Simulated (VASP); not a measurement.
# Be2I (P-4m2) in VASP: notebook

The runs below take Be2I through single point, relaxation of cell and atoms, with PBE.

Everything below comes from runs of VASP 6.6.1. Logs are shortened: lines on timing, memory, paths and dates and some standing lists are left out, and cuts for length are marked.

### 1 The cell of the first run

It takes space group P-4m2 (No. 115, tetragonal). Conventional cell: a = 3.430 Å, b = 3.430 Å, c = 4.875 Å, α = 90.00°, β = 90.00°, γ = 90.00°. Be (site symmetry 2mm) has 8 Be at 2.55 to 3.43 Å and 4 I at 2.67 to 3.31 Å within 3.5 Å. Within 3.5 Å of I (site symmetry -4m2) lie 8 Be at 2.67 to 3.31 Å and 4 I at 3.43 Å.

### 2 Single point, PBE (atoms taken out)

Contents of INCAR:

```
SYSTEM = Be2I
ALGO     = Normal         ! electronic algorithm
EDIFF    = 1E-6           ! SCF threshold, eV
ENCUT    = 600            ! plane-wave cutoff, eV
GGA      = PE             ! functional
GGA_COMPAT= .False.      
ISIF     = 2              ! what is computed and relaxed
ISMEAR   = 0              ! smearing method
LASPH    = .True.         ! aspherical terms in the spheres
LCHARG   = .False.        ! write CHGCAR
LREAL    = .False.        ! projectors in reciprocal space
LWAVE    = .False.        ! write WAVECAR
NBANDS   = 12             ! bands
NELM     = 120            ! most SCF steps
PREC     = Accurate       ! precision mode
SIGMA    = 0.1            ! smearing width, eV
```

Contents of KPOINTS:

```
k-points
0
Gamma
  4 4 4
  0 0 0
```

Contents of POSCAR:

```
Be2I
1.0
    3.4296551454      0.0000000000      0.0000000000
    0.0000000000      3.4296551454      0.0000000000
    0.0000000000      0.0000000000      4.8754667198
Be I
2 1
Direct
    0.5000000000      0.0000000000      0.5814537194
    0.0000000000      0.5000000000      0.4185462806
    0.0000000000      0.0000000000      0.0000000000
```

Potentials or basis: VASP PAW PBE potentials, release 64 (Be, I).

The run is started by

```bash
$ cat potpaw_PBE.64/Be/POTCAR potpaw_PBE.64/I/POTCAR > POTCAR
$ mpirun -np 1 vasp_std > vasp.out
```

OUTCAR:

```text
SYSTEM = Be2I
   EDIFF = 1E-6
   ENCUT = 600
   GGA = PE
   ISIF = 2
   ISMEAR = 0
   LASPH = .True.
   LREAL = .False.
   NELM = 120
   PREC = Accurate

 ion  position               nearest neighbor table
   1  0.500  0.000  0.581-   3 2.67   3 2.67
   2  0.000  0.500  0.419-   3 2.67   3 2.67
   3  0.000  0.000  0.000-   1 2.67   2 2.67   2 2.67   1 2.67

  LATTYP: Found a simple tetragonal cell.
 ALAT       =     3.4296551454
 C/A-ratio  =     1.4215617936

  Lattice vectors:

 A1 = (   3.4296551454,   0.0000000000,   0.0000000000)
 A2 = (   0.0000000000,   3.4296551454,   0.0000000000)
 A3 = (   0.0000000000,   0.0000000000,   4.8754667198)

Analysis of symmetry for initial positions (statically):
=====================================================================
 Subroutine PRICEL returns:
 Original cell was already a primitive cell.

 Routine SETGRP: Setting up the symmetry group for a
 simple tetragonal supercell.

 Subroutine GETGRP returns: Found  8 space group operations
 (whereof  8 operations were pure point group operations)
 out of a pool of 16 trial point group operations.

The static configuration has the point symmetry D_2d.

Analysis of symmetry for dynamics (positions and initial velocities):
=====================================================================
 Subroutine PRICEL returns:
 Original cell was already a primitive cell.

 Routine SETGRP: Setting up the symmetry group for a
 simple tetragonal supercell.

 Subroutine GETGRP returns: Found  8 space group operations
 (whereof  8 operations were pure point group operations)
 out of a pool of 16 trial point group operations.

The dynamic configuration has the point symmetry D_2d.

 Subroutine INISYM returns: Found  8 space group operations
 (whereof  8 operations are pure point group operations),
 and found     1 'primitive' translations

----------------------------------------------------------------------------------------

                                     Primitive cell

  volume of cell :      57.3478

  direct lattice vectors                    reciprocal lattice vectors
     3.429655145  0.000000000  0.000000000     0.291574505  0.000000000  0.000000000
     0.000000000  3.429655145  0.000000000     0.000000000  0.291574505  0.000000000
     0.000000000  0.000000000  4.875466720     0.000000000  0.000000000  0.205108569

  length of vectors
     3.429655145  3.429655145  4.875466720     0.291574505  0.291574505  0.205108569

  position of ions in fractional coordinates (direct lattice)
     0.500000000  0.000000000  0.581453719
     0.000000000  0.500000000  0.418546281
     0.000000000  0.000000000  0.000000000

  ion indices of the primitive-cell ions
   primitive index   ion index
                 1           1
                 2           2
                 3           3

----------------------------------------------------------------------------------------

 KPOINTS: k-points

Automatic generation of k-mesh.
 Grid dimensions read from file:
 generate k-points for:    4    4    4

 Generating k-lattice:

  Cartesian coordinates                     Fractional coordinates (reciprocal lattice)
     0.072893626  0.000000000  0.000000000     0.250000000  0.000000000  0.000000000
     0.000000000  0.072893626  0.000000000     0.000000000  0.250000000  0.000000000
     0.000000000  0.000000000  0.051277142     0.000000000  0.000000000  0.250000000

  Length of vectors
     0.072893626  0.072893626  0.051277142

  Shift w.r.t. Gamma in fractional coordinates (k-lattice)
     0.000000000  0.000000000  0.000000000

 Subroutine IBZKPT returns following result:
 ===========================================

 Found     18 irreducible k-points:

 Following reciprocal coordinates:
            Coordinates               Weight
  0.000000  0.000000  0.000000      1.000000
  0.250000  0.000000  0.000000      4.000000
  0.500000  0.000000  0.000000      2.000000
  0.250000  0.250000  0.000000      4.000000
  0.500000  0.250000  0.000000      4.000000
  0.500000  0.500000  0.000000      1.000000
[... 10 lines left out ...]
  0.500000  0.250000  0.500000      4.000000
  0.500000  0.500000  0.500000      1.000000
   k-points           NKPTS =     18   k-points in BZ     NKDIM =     18   number of bands    NBANDS=     12
   number of dos      NEDOS =    301   number of ions     NIONS =      3
   total plane-waves  NPLWV =  31360
   dimension x,y,z NGX =    28 NGY =   28 NGZ =   40
   dimension x,y,z NGXF=    56 NGYF=   56 NGZF=   80
   ions per type =               2   1
   NGX,Y,Z   is equivalent  to a cutoff of  13.57, 13.57, 13.64 a.u.
   NGXF,Y,Z  is equivalent  to a cutoff of  27.14, 27.14, 27.28 a.u.
 SYSTEM =  Be2I
   PREC   = accura    normal or accurate (medium, high low for compatibility)
   ISTART =      0    job   : 0-new  1-cont  2-samecut
   ICHARG =      2    charge: 1-file 2-atom 10-const
   ISPIN  =      1    spin polarized calculation?
   LNONCOLLINEAR =      F non collinear calculations
   LSORBIT =      F    spin-orbit coupling
   LASPH  =      T    aspherical Exc in radial PAW
   ENCUT  =  600.0 eV  44.10 Ry    6.64 a.u.   6.85  6.85  9.74*2*pi/ulx,y,z
   NELM   =    120;   NELMIN=  2; NELMDL= -5     # of ELM steps
   EDIFF  = 0.1E-05   stopping-criterion for ELM
   LREAL  =      F    real-space projection
   EDIFFG = 0.1E-04   stopping-criterion for IOM
   NSW    =      0    number of steps for IOM
   IBRION =     -1    ionic relax: 0-MD 1-quasi-New 2-CG
   NFREE  =      0    steps in history (QN), initial steepest desc. (CG)
   ISIF   =      2    stress and relaxation
   ISYM   =      2    0-nonsym 1-usesym 2-fastsym
   POTIM  = 0.5000    time-step for ionic-motion
   TEBEG  =    0.0;   TEEND  =   0.0 temperature during run
   PSTRESS=    0.0 pullay stress
   NELECT =      11.0000    total number of electrons
   NUPDOWN=      -1.0000    fix difference up-down
   EMIN   =  10.00;   EMAX   =-10.00  energy-range for DOS
   EFERMI =   0.00;   METHOD = LEGACY
   ISMEAR =     0;   SIGMA  =   0.10  broadening in eV -4-tet -1-fermi 0-gaus
   EFERMI_NEDOS =   21; number of points for ismear=-14 and -15
   IALGO  =     38    algorithm
   IMIX   =      4    mixing-type and parameters
     AMIX     =   0.40;   BMIX     =  1.00
     AMIX_MAG =   1.60;   BMIX_MAG =  1.00
  volume/ion in A,a.u.               =      19.12       129.00
  Fermi-wavevector in a.u.,A,eV,Ry     =   0.944133  1.784153 12.128068  0.891388
  Thomas-Fermi vector in A             =   2.071909
   LORBIT       =      0    0 simple, 1 ext, 2 COOP (PROOUT), +10 PAW based schemes
   GGA     = PE    functional components
   LHFCALC =     F    Hartree Fock is set to
   AEXX    =    0.0000 exact exchange contribution
   IVDW    =     0    specifies the selected vdW correction
   LEPSILON=     F    determine dielectric tensor
   LRPA    =     F    only Hartree local field effects (RPA)
 non-spin polarized calculation
 Gauss-broadening in eV      SIGMA  =   0.10
  energy-cutoff  :      600.00
  volume of cell :       57.35
 maximum number of plane-waves:      1932
 NGX is ok and might be reduce to    28
   NGX = 13   NGY = 13   NGZ = 19

 number of electron      10.9999999 magnetization

 Free energy of the ion-electron system (eV)
  ---------------------------------------------------
  ext. energy  EPLUGINS =         0.00000000
  ---------------------------------------------------
  free energy    TOTEN  =        -6.36961120 eV

  energy without entropy =       -6.35512474  energy(sigma->0) =       -6.36236797

 E-fermi :   5.7275     XC(G=0):  -9.3006

 val. band max:        5.7094831837   @ k =   0.5000   0.5000   0.2500
 cond. band min:       5.7705569786   @ k =   0.2500   0.2500   0.2500
 fundamental gap:      0.0610737949
 Fermi energy:         5.7275081581

 k-point     1 :       0.0000    0.0000    0.0000
  band No.  band energies     occupation
      1      -9.3066      2.00000
      2      -0.3480      2.00000
      3       0.8075      2.00000
      4       3.7059      2.00000
      5       3.7059      2.00000
      6       9.1685      0.00000
      7       9.1685      0.00000
      8       9.3963      0.00000
      9       9.4315      0.00000
     10      11.7662      0.00000
     11      11.8488      0.00000
     12      13.0297      0.00000

 k-point     2 :       0.2500    0.0000    0.0000
  band No.  band energies     occupation
      1      -8.8786      2.00000
      2       0.0830      2.00000
      3       0.4884      2.00000
      4       1.9082      2.00000
      5       4.1122      2.00000
      6       6.6159      0.00000
      7       8.3203      0.00000
      8       9.6303      0.00000
      9      10.0012      0.00000
     10      12.2038      0.00000
     11      12.5564      0.00000
     12      13.7944      0.00000

 k-point     3 :       0.5000    0.0000    0.0000
  band No.  band energies     occupation
      1      -8.3338      2.00000
      2      -1.3168      2.00000
      3       0.9348      2.00000
      4       3.1187      2.00000
      5       3.9855      2.00000
      6       4.6132      2.00000
      7       6.3875      0.00000
      8      10.3213      0.00000
      9      10.8776      0.00000
     10      11.3405      0.00000
     11      12.7673      0.00000
     12      13.3874      0.00000
[... 196 lines left out ...]
 k-point    17 :       0.5000    0.2500    0.5000
  band No.  band energies     occupation
      1      -7.7999      2.00000
      2      -0.4297      2.00000
      3      -0.3520      2.00000
      4       2.0316      2.00000
      5       2.5657      2.00000
      6       6.7123      0.00000
      7       7.6911      0.00000
      8       8.3572      0.00000
      9       9.3393      0.00000
     10      10.9765      0.00000
     11      11.0785      0.00000
     12      14.3970      0.00000

 k-point    18 :       0.5000    0.5000    0.5000
  band No.  band energies     occupation
      1      -7.2676      2.00000
      2       0.1032      2.00000
      3       0.1032      2.00000
      4       0.3370      2.00000
      5       4.0959      2.00000
      6       5.0487      2.00000
      7       5.0487      2.00000
      8       7.3781      0.00000
      9       8.9663      0.00000
     10      11.5378      0.00000
     11      11.5378      0.00000
     12      13.1147      0.00000

------------------------ aborting loop because EDIFF is reached ----------------------------------------

  FORCE on cell =-STRESS in cart. coord.  units (eV):
  Direction    XX          YY          ZZ          XY          YZ          ZX
  --------------------------------------------------------------------------------------
  -------------------------------------------------------------------------------------
  Total       -0.0236505     -0.0236505      0.0812334      0.0000000      0.0000000      0.0000000
  in kB       -0.6607435     -0.6607435      2.2694882      0.0000000      0.0000000      0.0000000
  external PRESSURE =       0.3160004 kB  Pullay stress =       0.0000000 kB

 VOLUME and BASIS-vectors are now :
 -----------------------------------------------------------------------------
  energy-cutoff  :      600.00
  volume of cell :       57.35
      direct lattice vectors                 reciprocal lattice vectors
     3.429655145  0.000000000  0.000000000     0.291574505  0.000000000  0.000000000
     0.000000000  3.429655145  0.000000000     0.000000000  0.291574505  0.000000000
     0.000000000  0.000000000  4.875466720     0.000000000  0.000000000  0.205108569

 POSITION                                       TOTAL-FORCE (eV/Angst)
 -----------------------------------------------------------------------------------
      1.71483      0.00000      2.83486         0.000000      0.000000     -0.024192
      0.00000      1.71483      2.04061        -0.000000      0.000000      0.024192
      0.00000      0.00000      0.00000        -0.000000      0.000000     -0.000000
 -----------------------------------------------------------------------------------
    total drift:                                0.000000      0.000000      0.000000

  FREE ENERGIE OF THE ION-ELECTRON SYSTEM (eV)
  ---------------------------------------------------
  free  energy   TOTEN  =        -6.3696112028 eV

  energy  without entropy=       -6.3551247385  energy(sigma->0) =       -6.36236797
```

Run time: 11 s. Hardware: 1 thread of AMD EPYC 7R43 (Zen 3), shared host; peak memory 0.14 GiB.

Results:

```
Free energy            : -6.3696 eV
Pressure               : 0.0 GPa
Largest force          : 0.024 eV/Å
Band gap on the k mesh : zero (an odd number of electrons rules out a gap without spin polarisation)
```

Forces in eV/Å, atoms in the order of the input:
```
Be   0.000  0.000 -0.024
Be   0.000  0.000  0.024
I    0.000  0.000  0.000
```

Levels at points of the mesh, in eV from the Fermi level:
| k point | band 1 | band 2 | band 3 | band 4 | band 5 | band 6 | band 7 | band 8 | band 9 | band 10 |
| --- | --- | --- | --- | --- | --- | --- | --- | --- | --- | --- |
| (0.00, 0.00, 0.00) | -15.03 | -6.08 | -4.92 | -2.02 | -2.02 | 3.44 | 3.44 | 3.67 | 3.70 | 6.04 |
| (0.50, 0.00, 0.00) | -14.06 | -7.04 | -4.79 | -2.61 | -1.74 | -1.11 | 0.66 | 4.59 | 5.15 | 5.61 |
| (0.50, 0.50, 0.00) | -13.12 | -5.80 | -5.80 | -3.52 | -2.09 | -1.16 | 1.34 | 1.34 | 2.27 | 2.27 |
| (0.00, 0.00, 0.50) | -14.91 | -8.14 | -1.60 | -1.60 | -0.45 | 1.62 | 1.79 | 1.79 | 3.61 | 5.43 |
| (0.50, 0.00, 0.50) | -13.95 | -6.58 | -6.56 | -3.81 | -0.87 | 1.45 | 4.11 | 4.29 | 4.62 | 4.89 |
| (0.50, 0.50, 0.50) | -13.00 | -5.62 | -5.62 | -5.39 | -1.63 | -0.68 | -0.68 | 1.65 | 3.24 | 5.81 |

Caveat: the k points lie up to 0.46 Å⁻¹ apart, too coarse for converged energies and pressures of a metal; the cell differs from its parent crystal (atoms taken out); spin-orbit coupling is left out, which moves the levels of the heavy elements; an odd number of electrons without spin polarisation forces a metal; a magnetic or distorted state may lie lower.

### 3 Single point, PBE (atoms taken out)

Contents of INCAR:

```
SYSTEM = Be2I
PREC = Accurate
ENCUT = 600
EDIFF = 1E-6
ISMEAR = 0
SIGMA = 0.1
LREAL = .False.
LASPH = .True.
NELM = 120
ALGO = Normal
ISIF = 2
LWAVE = .False.
LCHARG = .True.
GGA = PE
LELF = .True.
LVHAR = .True.
NBANDS = 12
GGA_COMPAT = .False.
```

Contents of KPOINTS:

```
Automatic mesh
0
Gamma
  4 4 4
  0 0 0
```

Contents of POSCAR:

```
Be2I
1.0
    3.9600084200      0.0000000000      0.0000000000
    0.0000000000      3.9600084200      0.0000000000
    0.0000000000      0.0000000000      5.6002976100
Be I
2 1
Direct
    0.5000000000      0.0000000000      0.7500000000
    0.0000000000      0.5000000000      0.2500000000
    0.0000000000      0.0000000000      0.0000000000
```

Potentials or basis: VASP PAW PBE potentials, release 64 (Be, I).

The run is started by

```bash
$ cat potpaw_PBE.64/Be/POTCAR potpaw_PBE.64/I/POTCAR > POTCAR
$ mpirun -np 1 vasp_std > vasp.out
```

OUTCAR:

```text
SYSTEM = Be2I
   PREC = Accurate
   ENCUT = 600
   EDIFF = 1E-6
   ISMEAR = 0
   LREAL = .False.
   LASPH = .True.
   NELM = 120
   ISIF = 2
   GGA = PE

 ion  position               nearest neighbor table
   1  0.500  0.000  0.750-   3 2.43   3 2.43
   2  0.000  0.500  0.250-   3 2.43   3 2.43
   3  0.000  0.000  0.000-   1 2.43   2 2.43   2 2.43   1 2.43

  LATTYP: Found a simple tetragonal cell.
 ALAT       =     3.9600084200
 C/A-ratio  =     1.4142135612

  Lattice vectors:
[... 453 lines left out ...]

  FORCE on cell =-STRESS in cart. coord.  units (eV):
  Direction    XX          YY          ZZ          XY          YZ          ZX
  --------------------------------------------------------------------------------------
  -------------------------------------------------------------------------------------
  Total       -1.5233768     -1.5233768     -0.3726757      0.0000000      0.0000000      0.0000000
  in kB      -27.7916660    -27.7916660     -6.7988959      0.0000000      0.0000000      0.0000000
  external PRESSURE =     -20.7940760 kB  Pullay stress =       0.0000000 kB

 VOLUME and BASIS-vectors are now :
 -----------------------------------------------------------------------------
  energy-cutoff  :      600.00
  volume of cell :       87.82
      direct lattice vectors                 reciprocal lattice vectors
     3.960008420  0.000000000  0.000000000     0.252524716  0.000000000  0.000000000
     0.000000000  3.960008420  0.000000000     0.000000000  0.252524716  0.000000000
     0.000000000  0.000000000  5.600297610     0.000000000  0.000000000  0.178561939

 POSITION                                       TOTAL-FORCE (eV/Angst)
 -----------------------------------------------------------------------------------
      1.98000      0.00000      4.20022        -0.000000      0.000000     -1.410559
      0.00000      1.98000      1.40007        -0.000000      0.000000      1.410559
      0.00000      0.00000      0.00000         0.000000      0.000000     -0.000000
 -----------------------------------------------------------------------------------
    total drift:                               -0.000000     -0.000000     -0.000000

  FREE ENERGIE OF THE ION-ELECTRON SYSTEM (eV)
  ---------------------------------------------------
  free  energy   TOTEN  =        -3.8440766369 eV

  energy  without entropy=       -3.8200886373  energy(sigma->0) =       -3.83208264
```

OSZICAR:

```text
N       E                     dE             d eps       ncg     rms          rms(c)
DAV:   1     0.318610801784E+02    0.31861E+02   -0.37868E+03   432   0.732E+02
DAV:   2    -0.135644127646E+01   -0.33218E+02   -0.31464E+02   580   0.108E+02
DAV:   3    -0.403549732879E+01   -0.26791E+01   -0.26548E+01   564   0.311E+01
DAV:   4    -0.408298190690E+01   -0.47485E-01   -0.47459E-01   492   0.481E+00
DAV:   5    -0.408385813366E+01   -0.87623E-03   -0.87621E-03   552   0.741E-01    0.735E+00
DAV:   6    -0.385175472471E+01    0.23210E+00   -0.47703E-01   452   0.241E+00    0.475E+00
DAV:   7    -0.384433367397E+01    0.74211E-02   -0.22642E-01   512   0.198E+00    0.261E+00
DAV:   8    -0.384395992466E+01    0.37375E-03   -0.30613E-02   480   0.917E-01    0.367E-01
DAV:   9    -0.384394219814E+01    0.17727E-04   -0.15209E-03   488   0.220E-01    0.369E-01
DAV:  10    -0.384407165495E+01   -0.12946E-03   -0.42074E-04   480   0.125E-01    0.345E-02
DAV:  11    -0.384407637964E+01   -0.47247E-05   -0.20085E-05   540   0.267E-02    0.328E-02
DAV:  12    -0.384407642156E+01   -0.41920E-07   -0.10648E-05   516   0.165E-02    0.358E-03
DAV:  13    -0.384407663692E+01   -0.21536E-06   -0.63818E-07   264   0.511E-03
   1 F= -.38440766E+01 E0= -.38320826E+01  d E =-.239880E-01
```

stdout:

```text
POSCAR found type information on POSCAR BeI
 POSCAR found :  2 types and       3 ions
 scaLAPACK will be used
 LDA part: xc-table for (Slater+PW92), standard interpolation
 POSCAR, INCAR and KPOINTS ok, starting setup
 FFT: planning ... GRIDC
 FFT: planning ... GRID_SOFT
 FFT: planning ... GRID
 WAVECAR not read
 entering main loop
```

Run time: 22 s. Hardware: 1 thread of AMD EPYC 7R43 (Zen 3), shared host; peak memory 0.16 GiB.

What came out:

| Property | Result |
| --- | --- |
| Free energy | -3.8441 eV |
| Pressure | -2.1 GPa |
| Largest force | 1.411 eV/Å |
| Band gap on the k mesh | zero (an odd number of electrons rules out a gap without spin polarisation) |

Forces on the atoms (eV/Å):
```
Be   0.000  0.000 -1.411
Be   0.000  0.000  1.411
I    0.000  0.000  0.000
```

Caveat: the k points lie up to 0.40 Å⁻¹ apart, too coarse for converged energies and pressures of a metal; the cell differs from its parent crystal (atoms taken out); spin-orbit coupling is left out, which moves the levels of the heavy elements; an odd number of electrons without spin polarisation forces a metal; a magnetic or distorted state may lie lower.

[end of part 1 of 2]
